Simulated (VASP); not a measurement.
# Si8GeO16 (a cell with a defect) in VASP: relaxation of the atoms with PBE+D3(BJ)

Aim: the relaxation of the atoms of Si8GeO16 (a cell with a defect) with PBE+D3(BJ).

Program: VASP 6.6.1. These are calculated values, not measurements. Logs are shortened: lines on timing, memory, paths and dates and some standing lists are left out, and cuts for length are marked.

### Step 1. The cell of the first run

The cell holds a defect, 25 atoms: a = 5.903 Å, b = 5.903 Å, c = 5.333 Å, α = 90.00°, β = 90.00°, γ = 90.00°.

### Step 2. Relaxation of the atoms, PBE+D3(BJ)

The input, INCAR:

```
SYSTEM = Si8GeO16
PREC = Accurate
ENCUT = 520
EDIFF = 1E-6
ISMEAR = -1
SIGMA = 0.05
LREAL = Auto
LASPH = .True.
NELM = 60
ALGO = Normal
ISIF = 2
LWAVE = .False.
LCHARG = .False.
GGA = PE
IVDW = 12
IBRION = 2
NSW = 80
EDIFFG = -0.03
```

The input, KPOINTS:

```
regular mesh
0
Gamma
  2 2 2
  0 0 0
```

The input, POSCAR:

```
Si8GeO16
1.0
   -4.1738000000     -4.1738000000      0.0000000000
    4.1738000000     -4.1738000000      0.0000000000
    0.0000000000      0.0000000000      5.3326000000
Si O Ge
8 16 1
Direct
    0.5000000000      0.5000000000      0.0000000000
    0.0000000000      0.5000000000      0.2500000000
    0.5000000000      0.5000000000      0.5000000000
    0.0000000000      0.5000000000      0.7500000000
    0.0000000000      0.0000000000      0.0000000000
    0.5000000000      0.0000000000      0.2500000000
    0.0000000000      0.0000000000      0.5000000000
    0.5000000000      0.0000000000      0.7500000000
    0.1933000000      0.5000000000      0.0000000000
    0.0000000000      0.1933000000      0.2500000000
    0.8067000000      0.5000000000      0.0000000000
    0.0000000000      0.8067000000      0.2500000000
    0.1933000000      0.5000000000      0.5000000000
    0.0000000000      0.1933000000      0.7500000000
    0.8067000000      0.5000000000      0.5000000000
    0.0000000000      0.8067000000      0.7500000000
    0.6933000000      0.0000000000      0.0000000000
    0.5000000000      0.6933000000      0.2500000000
    0.3067000000      0.0000000000      0.0000000000
    0.5000000000      0.3067000000      0.2500000000
    0.6933000000      0.0000000000      0.5000000000
    0.5000000000      0.6933000000      0.7500000000
    0.3067000000      0.0000000000      0.5000000000
    0.5000000000      0.3067000000      0.7500000000
    0.7666237000      0.2521840000      0.3655610000
```

Potentials or basis: VASP PAW PBE potentials, release 64 (Si, O, Ge_d).

Started as:

```
$ cat potpaw_PBE.64/Si/POTCAR potpaw_PBE.64/O/POTCAR potpaw_PBE.64/Ge_d/POTCAR > POTCAR
$ mpirun -np 1 vasp_std > vasp.out
```

OUTCAR:

```text
SYSTEM = Si8GeO16
   PREC = Accurate
   ENCUT = 520
   EDIFF = 1E-6
   ISMEAR = -1
   LREAL = Auto
   LASPH = .True.
   NELM = 60
   ISIF = 2
   GGA = PE
   IVDW = 12
   IBRION = 2
   NSW = 80
   EDIFFG = -0.03
 IVDW          = 12

 ion  position               nearest neighbor table
   1  0.500  0.500  0.000-  18 1.75  20 1.75  22 1.75  24 1.75   9 1.81  11 1.81   3 2.67   3 2.67
                            25 2.90
   2  0.000  0.500  0.250-   9 1.75  11 1.75  13 1.75  15 1.75  10 1.81  12 1.81  25 2.10   4 2.67
                             4 2.67
   3  0.500  0.500  0.500-  18 1.75  20 1.75  22 1.75  24 1.75  13 1.81  15 1.81  25 2.27   1 2.67
                             1 2.67
   4  0.000  0.500  0.750-   9 1.75  11 1.75  13 1.75  15 1.75  14 1.81  16 1.81   2 2.67   2 2.67
                            25 2.87
   5  0.000  0.000  0.000-  10 1.75  12 1.75  14 1.75  16 1.75  17 1.81  19 1.81   7 2.67   7 2.67
                            25 2.81
   6  0.500  0.000  0.250-  17 1.75  19 1.75  21 1.75  23 1.75  18 1.81  20 1.81  25 2.25   8 2.67
                             8 2.67
   7  0.000  0.000  0.500-  10 1.75  12 1.75  14 1.75  16 1.75  21 1.81  23 1.81  25 2.15   5 2.67
                             5 2.67
   8  0.500  0.000  0.750-  17 1.75  19 1.75  21 1.75  23 1.75  22 1.81  24 1.81   6 2.67   6 2.67
                            25 2.98
   9  0.193  0.500  0.000-   2 1.75   4 1.75   1 1.81
  10  0.000  0.193  0.250-  25 1.55   7 1.75   5 1.75   2 1.81
  11  0.807  0.500  0.000-   2 1.75   4 1.75   1 1.81
  12  0.000  0.807  0.250-   5 1.75   7 1.75   2 1.81
  13  0.193  0.500  0.500-   2 1.75   4 1.75   3 1.81
  14  0.000  0.193  0.750-   5 1.75   7 1.75   4 1.81
  15  0.807  0.500  0.500-  25 1.65   4 1.75   2 1.75   3 1.81
  16  0.000  0.807  0.750-   5 1.75   7 1.75   4 1.81
  17  0.693  0.000  0.000-   6 1.75   8 1.75   5 1.81
  18  0.500  0.693  0.250-   1 1.75   3 1.75   6 1.81
  19  0.307  0.000  0.000-   6 1.75   8 1.75   5 1.81
  20  0.500  0.307  0.250-  25 1.72   3 1.75   1 1.75   6 1.81
  21  0.693  0.000  0.500-  25 1.71   8 1.75   6 1.75   7 1.81
  22  0.500  0.693  0.750-   1 1.75   3 1.75   8 1.81
  23  0.307  0.000  0.500-   6 1.75   8 1.75   7 1.81
  24  0.500  0.307  0.750-   1 1.75   3 1.75   8 1.81
  25  0.767  0.252  0.366-  10 1.55  15 1.65  21 1.71  20 1.72   2 2.10   7 2.15   6 2.25   3 2.27
                             5 2.81   4 2.87   1 2.90   8 2.98

  LATTYP: Found a simple tetragonal cell.
 ALAT       =     5.9026445666
 C/A-ratio  =     0.9034255646

  Lattice vectors:

 A1 = (  -4.1738000000,  -4.1738000000,   0.0000000000)
 A2 = (   4.1738000000,  -4.1738000000,   0.0000000000)
 A3 = (   0.0000000000,   0.0000000000,   5.3326000000)

Analysis of symmetry for initial positions (statically):
=====================================================================
 Subroutine PRICEL returns:
 Original cell was already a primitive cell.

 Routine SETGRP: Setting up the symmetry group for a
 simple tetragonal supercell.

 Subroutine GETGRP returns: Found  1 space group operations
 (whereof  1 operations were pure point group operations)
 out of a pool of 16 trial point group operations.

The static configuration has the point symmetry C_1 .

Analysis of symmetry for dynamics (positions and initial velocities):
=====================================================================
 Subroutine PRICEL returns:
 Original cell was already a primitive cell.

 Routine SETGRP: Setting up the symmetry group for a
 simple tetragonal supercell.

 Subroutine GETGRP returns: Found  1 space group operations
 (whereof  1 operations were pure point group operations)
 out of a pool of 16 trial point group operations.

The dynamic configuration has the point symmetry C_1 .

 Subroutine INISYM returns: Found  1 space group operations
 (whereof  1 operations are pure point group operations),
 and found     1 'primitive' translations

----------------------------------------------------------------------------------------

                                     Primitive cell

  volume of cell :     185.7943

  direct lattice vectors                    reciprocal lattice vectors
    -4.173800000 -4.173800000  0.000000000    -0.119794911 -0.119794911  0.000000000
     4.173800000 -4.173800000  0.000000000     0.119794911 -0.119794911  0.000000000
     0.000000000  0.000000000  5.332600000     0.000000000  0.000000000  0.187525785

  length of vectors
     5.902644567  5.902644567  5.332600000     0.169415588  0.169415588  0.187525785

  position of ions in fractional coordinates (direct lattice)
     0.500000000  0.500000000  0.000000000
     0.000000000  0.500000000  0.250000000
     0.500000000  0.500000000  0.500000000
     0.000000000  0.500000000  0.750000000
     0.000000000  0.000000000  0.000000000
     0.500000000  0.000000000  0.250000000
[... 17 lines left out ...]
     0.500000000  0.306700000  0.750000000
     0.766623700  0.252184000  0.365561000

  ion indices of the primitive-cell ions
   primitive index   ion index
                 1           1
                 2           2
                 3           3
                 4           4
                 5           5
                 6           6
[... 17 lines left out ...]
                24          24
                25          25

----------------------------------------------------------------------------------------

 KPOINTS: regular mesh

Automatic generation of k-mesh.
 Grid dimensions read from file:
 generate k-points for:    2    2    2

 Generating k-lattice:

  Cartesian coordinates                     Fractional coordinates (reciprocal lattice)
    -0.059897456 -0.059897456  0.000000000     0.500000000  0.000000000  0.000000000
     0.059897456 -0.059897456  0.000000000     0.000000000  0.500000000  0.000000000
     0.000000000  0.000000000  0.093762892     0.000000000  0.000000000  0.500000000

  Length of vectors
     0.084707794  0.084707794  0.093762892

  Shift w.r.t. Gamma in fractional coordinates (k-lattice)
     0.000000000  0.000000000  0.000000000

 Subroutine IBZKPT returns following result:
 ===========================================

 Found      8 irreducible k-points:

 Following reciprocal coordinates:
            Coordinates               Weight
  0.000000  0.000000  0.000000      1.000000
  0.500000  0.000000  0.000000      1.000000
  0.000000  0.500000  0.000000      1.000000
  0.500000  0.500000  0.000000      1.000000
  0.000000  0.000000  0.500000      1.000000
  0.500000  0.000000  0.500000      1.000000
  0.000000  0.500000  0.500000      1.000000
  0.500000  0.500000  0.500000      1.000000
   k-points           NKPTS =      8   k-points in BZ     NKDIM =      8   number of bands    NBANDS=     85
   number of dos      NEDOS =    301   number of ions     NIONS =     25
   total plane-waves  NPLWV =  92160
   dimension x,y,z NGX =    48 NGY =   48 NGZ =   40
   dimension x,y,z NGXF=    96 NGYF=   96 NGZF=   80
   ions per type =               8  16   1
   NGX,Y,Z   is equivalent  to a cutoff of  13.52, 13.52, 12.47 a.u.
   NGXF,Y,Z  is equivalent  to a cutoff of  27.04, 27.04, 24.94 a.u.
 SYSTEM =  Si8GeO16
   PREC   = accura    normal or accurate (medium, high low for compatibility)
   ISTART =      0    job   : 0-new  1-cont  2-samecut
   ICHARG =      2    charge: 1-file 2-atom 10-const
   ISPIN  =      1    spin polarized calculation?
   LNONCOLLINEAR =      F non collinear calculations
   LSORBIT =      F    spin-orbit coupling
   LASPH  =      T    aspherical Exc in radial PAW
   ENCUT  =  520.0 eV  38.22 Ry    6.18 a.u.  10.98 10.98  9.92*2*pi/ulx,y,z
   NELM   =     60;   NELMIN=  2; NELMDL= -5     # of ELM steps
   EDIFF  = 0.1E-05   stopping-criterion for ELM
   LREAL  =      T    real-space projection
   EDIFFG = -.3E-01   stopping-criterion for IOM
   NSW    =     80    number of steps for IOM
   IBRION =      2    ionic relax: 0-MD 1-quasi-New 2-CG
   NFREE  =      1    steps in history (QN), initial steepest desc. (CG)
   ISIF   =      2    stress and relaxation
   ISYM   =      2    0-nonsym 1-usesym 2-fastsym
   POTIM  = 0.5000    time-step for ionic-motion
   TEBEG  =    0.0;   TEEND  =   0.0 temperature during run
   PSTRESS=    0.0 pullay stress
   NELECT =     142.0000    total number of electrons
   NUPDOWN=      -1.0000    fix difference up-down
   EMIN   =  10.00;   EMAX   =-10.00  energy-range for DOS
   EFERMI =   0.00;   METHOD = LEGACY
   ISMEAR =    -1;   SIGMA  =   0.05  broadening in eV -4-tet -1-fermi 0-gaus
   EFERMI_NEDOS =   21; number of points for ismear=-14 and -15
   IALGO  =     38    algorithm
   IMIX   =      4    mixing-type and parameters
     AMIX     =   0.40;   BMIX     =  1.00
     AMIX_MAG =   1.60;   BMIX_MAG =  1.00
  volume/ion in A,a.u.               =       7.43        50.15
  Fermi-wavevector in a.u.,A,eV,Ry     =   1.496788  2.828519 30.482128  2.240373
  Thomas-Fermi vector in A             =   2.608759
   LORBIT       =      0    0 simple, 1 ext, 2 COOP (PROOUT), +10 PAW based schemes
   GGA     = PE    functional components
   LHFCALC =     F    Hartree Fock is set to
   AEXX    =    0.0000 exact exchange contribution
   IVDW    =    12    specifies the selected vdW correction
   LEPSILON=     F    determine dielectric tensor
   LRPA    =     F    only Hartree local field effects (RPA)
 conjugate gradient relaxation of ions
 non-spin polarized calculation
  energy-cutoff  :      520.00
  volume of cell :      185.79
 maximum number of plane-waves:      5016
 NGX is ok and might be reduce to    48
   NGX = 21   NGY = 21   NGZ = 19

--------------------------------------- Ionic step        1  -------------------------------------------

 number of electron     141.9999949 magnetization

 Free energy of the ion-electron system (eV)
  ---------------------------------------------------
  ext. energy  EPLUGINS =         0.00000000
  ---------------------------------------------------
  free energy    TOTEN  =      -157.93496305 eV

  energy without entropy =     -157.91190178  energy(sigma->0) =     -157.92343241

------------------------ aborting loop because EDIFF is reached ----------------------------------------

 Edisp (eV)   -6.73111

 E8    (eV) :    -2.3611

  FORCE on cell =-STRESS in cart. coord.  units (eV):
  Direction    XX          YY          ZZ          XY          YZ          ZX
  --------------------------------------------------------------------------------------
  -------------------------------------------------------------------------------------
  Total      81.37901    77.88808    81.85266     1.74384     2.77118     3.60117
  in kB     701.76341   671.65973   705.84788    15.03779    23.89700    31.05434
  external pressure =      693.09 kB  Pullay stress =        0.00 kB
[... 166 lines left out ...]
  FREE ENERGIE OF THE ION-ELECTRON SYSTEM (eV)
  ---------------------------------------------------
  free  energy   TOTEN  =      -175.3749237106 eV

  energy  without entropy=     -175.3291936782  energy(sigma->0) =     -175.35205869

[... ionic steps 4 to 43 ...]

--------------------------------------- Ionic step       44  -------------------------------------------

 number of electron     141.9999984 magnetization

------------------------ aborting loop because EDIFF is reached ----------------------------------------

 Edisp (eV)   -6.73752

 E8    (eV) :    -2.3642
[... 115 lines left out ...]
  energy  without entropy=     -179.1085851133  energy(sigma->0) =     -179.10858513

--------------------------------------- Ionic step       46  -------------------------------------------

 number of electron     141.9999984 magnetization

 Free energy of the ion-electron system (eV)
  ---------------------------------------------------
  ext. energy  EPLUGINS =         0.00000000
  ---------------------------------------------------
  free energy    TOTEN  =      -172.37124841 eV

  energy without entropy =     -172.37124837  energy(sigma->0) =     -172.37124839

 E-fermi :  13.3841     XC(G=0): -12.7378

 val. band max:       12.5526485983   @ k =   0.0000   0.5000   0.5000
 cond. band min:      14.2145456705   @ k =   0.0000   0.5000   0.0000
 fundamental gap:      1.6618970722
 Fermi energy:        13.3841066892

 k-point     1 :       0.0000    0.0000    0.0000
  band No.  band energies     occupation
      1     -13.8298      2.00000
      2     -13.1046      2.00000
      3     -12.9593      2.00000
      4     -12.7004      2.00000
      5     -12.6790      2.00000
      6     -12.6351      2.00000
[... 677 lines left out ...]
     82      18.9177      0.00000
     83      19.1765      0.00000
 [bands above 83 left out]

------------------------ aborting loop because EDIFF is reached ----------------------------------------

 Edisp (eV)   -6.73751

 E8    (eV) :    -2.3642

  FORCE on cell =-STRESS in cart. coord.  units (eV):
  Direction    XX          YY          ZZ          XY          YZ          ZX
  --------------------------------------------------------------------------------------
  -------------------------------------------------------------------------------------
  Total      56.28206    50.11629    56.03101    -2.48333     9.34315     7.19461
  in kB     485.34246   432.17256   483.17759   -21.41470    80.56969    62.04198
  external pressure =      466.90 kB  Pullay stress =        0.00 kB
[... 40 lines left out ...]
  FREE ENERGIE OF THE ION-ELECTRON SYSTEM (eV)
  ---------------------------------------------------
  free  energy   TOTEN  =      -179.1087627024 eV

  energy  without entropy=     -179.1087626623  energy(sigma->0) =     -179.10876268

 reached required accuracy - stopping structural energy minimisation
```

It took 2.1 h on 1 thread of Oxide Virtual Turin-like, shared host; peak memory 0.36 GiB.

Results:

* Free energy: -179.1088 eV
* Energy gained by relaxing: 577.7 meV/atom
* Ionic steps: 46
* Pressure after relaxing: 46.7 GPa
* Largest force after relaxing: 0.023 eV/Å
* Band gap on the k mesh: 1.66 eV
* Dispersion energy per atom: -0.270 eV

Forces in eV/Å, atoms in the order of the input:
```
Si   0.010 -0.005 -0.008
Si  -0.005 -0.017 -0.003
Si   0.004 -0.005  0.010
Si  -0.002  0.002  0.000
Si  -0.010  0.005 -0.005
Si   0.003 -0.004 -0.007
Si   0.005  0.004 -0.001
Si   0.002  0.015  0.010
O    0.015  0.012  0.007
O    0.004 -0.002 -0.001
O    0.004  0.008 -0.010
O   -0.015  0.004  0.003
O    0.008 -0.011  0.011
O   -0.005  0.000 -0.002
O    0.006  0.003  0.011
O   -0.001  0.013 -0.009
O   -0.005 -0.014  0.005
O   -0.011 -0.017  0.003
O   -0.005 -0.002 -0.002
O    0.001  0.012  0.020
O   -0.005 -0.010 -0.003
O   -0.012 -0.004 -0.004
O    0.006 -0.007 -0.013
O    0.008  0.004 -0.006
Ge  -0.001  0.016 -0.005
```

Step by step:
| step | energy change (eV) | largest force (eV/Å) | pressure (GPa) |
| --- | --- | --- | --- |
| 1 | 0.0000 | 18.7591 | 69.31 |
| 3 | -10.7088 | 4.0399 | 51.93 |
| 5 | -12.0835 | 1.8906 | 48.53 |
| 7 | -12.4548 | 1.6582 | 46.71 |
| 9 | -12.8250 | 1.2630 | 45.08 |
| 11 | -13.0348 | 1.2152 | 45.04 |
| 13 | -13.3251 | 1.4386 | 45.78 |
| 15 | -13.5734 | 1.4309 | 47.31 |
| 17 | -13.7527 | 1.1963 | 47.72 |
| 19 | -13.9534 | 1.2575 | 47.38 |
| 21 | -14.1106 | 1.0581 | 46.84 |
| 23 | -14.2347 | 0.8181 | 46.76 |
| 25 | -14.2976 | 0.7246 | 46.79 |
| 27 | -14.3516 | 0.6841 | 46.67 |
| 29 | -14.3848 | 0.4442 | 46.56 |
| 31 | -14.4051 | 0.4225 | 46.56 |
| 33 | -14.4211 | 0.2347 | 46.60 |
| 35 | -14.4313 | 0.2553 | 46.66 |
| 37 | -14.4373 | 0.1773 | 46.70 |
| 39 | -14.4399 | 0.1211 | 46.71 |
| 41 | -14.4413 | 0.0919 | 46.67 |
| 43 | -14.4421 | 0.0586 | 46.67 |
| 45 | -14.4425 | 0.0425 | 46.69 |
| 46 | -14.4427 | 0.0234 | 46.69 |

Final structure:
```
Si O Ge
1.0
    -4.17380   -4.17380    0.00000
     4.17380   -4.17380    0.00000
     0.00000    0.00000    5.33260
Si O Ge
8 16 1
Cartesian
  0.0250 -4.1272 5.3067
  2.2065 -2.3140 1.1862
  0.1418 -4.0714 2.7610
  -1.9566 -6.2370 3.9877
  -0.0962 -0.1214 5.2941
  2.0055 -6.0769 1.3824
  -0.0499 -0.0954 2.6731
  2.0054 -6.2170 4.0362
  1.3614 -2.9304 5.2520
  0.2440 -1.2293 1.1324
  -1.0053 -5.5462 5.2088
  3.4020 -3.4059 1.3331
  1.3763 -2.8513 2.6686
  0.8376 -0.8794 4.0681
  -0.9594 -5.4044 2.9191
  3.3878 -3.4230 3.9894
  -2.9254 -2.9428 0.0813
  0.8325 -4.8226 1.3453
  2.6881 -5.3847 5.2987
  -0.8008 -3.3019 1.3651
  1.1242 -6.7150 2.7356
  0.9304 -4.8079 4.0516
  2.8557 -5.3989 2.7382
  -0.8065 -3.2543 4.0292
  -2.2762 -4.5176 1.7621
```

Levels at points of the mesh, in eV from the valence-band top:
```csv
k point,band 68,band 69,band 70,band 71,band 72,band 73,band 74,band 75
"(0.00, 0.00, 0.00)",-3.95,-3.55,-1.69,-0.75,1.74,2.48,3.17,3.48
"(0.50, 0.00, 0.00)",-4.41,-3.99,-1.17,-0.72,1.74,2.95,3.15,3.78
"(0.00, 0.50, 0.00)",-4.29,-4.12,-1.46,-0.56,1.66,2.96,3.59,3.95
"(0.50, 0.50, 0.00)",-4.34,-3.72,-1.27,-0.48,2.01,3.33,3.90,4.23
"(0.00, 0.00, 0.50)",-4.27,-3.90,-1.41,-0.07,1.90,3.43,3.89,4.15
"(0.50, 0.00, 0.50)",-4.35,-3.81,-1.12,-0.14,2.15,3.43,4.02,4.67
"(0.00, 0.50, 0.50)",-4.13,-3.82,-1.33,0.00,1.96,3.87,4.16,4.30
"(0.50, 0.50, 0.50)",-4.31,-4.15,-0.90,-0.09,2.16,3.81,4.54,5.16
```

Caveat: the k points lie up to 0.59 Å⁻¹ apart.
